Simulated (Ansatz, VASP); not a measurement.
**LiF in VASP and in Ansatz**

```
Li F
1.0
     2.66044    0.00000    0.00000
     0.00000    2.66044    0.00000
     0.00000    0.00000    2.51626
Li F
1 1
Direct
  0.00000 0.00000 0.00000
  0.50000 0.50000 0.50000
```

Change from the starting cell: biaxial_xy strain +5.7%.

Alike in both runs: task single point; functional PBE; k mesh 10 × 10 × 10; occupations fermi-dirac, width 0.02 eV; no spin polarisation.

|  | VASP | Ansatz |
| --- | --- | --- |
| version | VASP 6.6.1 | Ansatz 0.2.0 |
| potentials or method | VASP PAW PBE potentials, release 64 (Li_sv, F) | plane waves, PAW |
| plane-wave cutoff (eV) | 520 | 420 |
| valence electrons in the cell | 10 | 10 |

VASP gave:

| Quantity | Value |
| --- | --- |
| gap on the k mesh at the Fermi level (eV) | 6.75 |

Question: Which values does Ansatz return?

Answer: gap on the k mesh at the Fermi level (eV): 6.74.

The functional is the same, so the differences come from potentials, cutoffs and numerics.

Noted on VASP's run: the cutoff is short for stress, so the pressure is rough.
